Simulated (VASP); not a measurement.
Runs of VASP 6.6.1 on H. The structure is that of space group I4/mmm (No. 139), or close to it. The cells are those of the table. 

| task | level | cell | k mesh | cutoff (eV) | smearing | gap on the mesh (eV) | pressure (GPa) | largest force (eV/Å) |
| --- | --- | --- | --- | --- | --- | --- | --- | --- |
| single point | PBE | a = 3.479 Å, angles 115.6, 115.6, 97.9°, 2 atoms | 10 × 10 × 10 | 520 | gaussian 0.05 eV | 9.28 | -0.2 | 0.01 |
| single point | PBE | a = 2.576 Å, angles 119.4, 119.4, 91.1°, 2 atoms | 8 × 8 × 8 | 500 | gaussian 0.01 eV | 7.50 | (c) | 0.01 |
| single point | PBEsol | a = 3.245 Å, angles 117.0, 117.0, 95.3°, 2 atoms | 10 × 10 × 10 | 520 | gaussian 0.02 eV | 2.97 | -12.8 | 4.17 |
| relaxation of cell and atoms | PBE | relaxed from a = 3.479 Å, angles 115.6, 115.6, 97.9°, 2 atoms | 8 × 8 × 8 | 500 | gaussian 0.01 eV | 9.13 | 0.0 | - |
| single point | PBE | a = 2.367 Å, angles 119.9, 119.9, 90.2°, 2 atoms | 8 × 8 × 8 | 500 | gaussian 0.01 eV | 6.53 | 13.3 | 0.01 |
| single point | PBE | a = 3.156 Å, angles 115.2, 115.2, 98.6°, 2 atoms | 10 × 10 × 10 | 520 | gaussian 0.02 eV | 7.28 | -5.5 | 2.93 |
| single point | PBE | a = 2.163 Å, angles 120.2, 120.2, 89.7°, 2 atoms | 8 × 8 × 8 | 500 | gaussian 0.01 eV | (b) | (d) | 0.01 |
| single point | PBE | a = 3.495 Å, angles 115.6, 115.6, 97.8°, 2 atoms | 8 × 8 × 8 | 500 | gaussian 0.01 eV | (a) | -0.2 | 0.01 |
| single point | PBE | a = 3.479 Å, angles 115.6, 115.6, 97.9°, 2 atoms | 8 × 8 × 8 | 520 | gaussian 0.05 eV | 9.28 | -0.1 | 0.01 |

Alike in all rows: potentials or basis VASP PAW PBE potentials, release 64 (H); no spin polarisation.

Q: Estimate the missing entries.

A: (a) 9.29; (b) 5.18; (c) 5.5; (d) 31.0.

Caveats: some runs use coarse meshes; the PAW data sets were made with another functional, which shifts forces and pressure a little (some runs); forces of over 1 eV/Å act on the atoms, so gaps and moduli don't describe the material at rest (some runs).

A k mesh can miss the band edges.
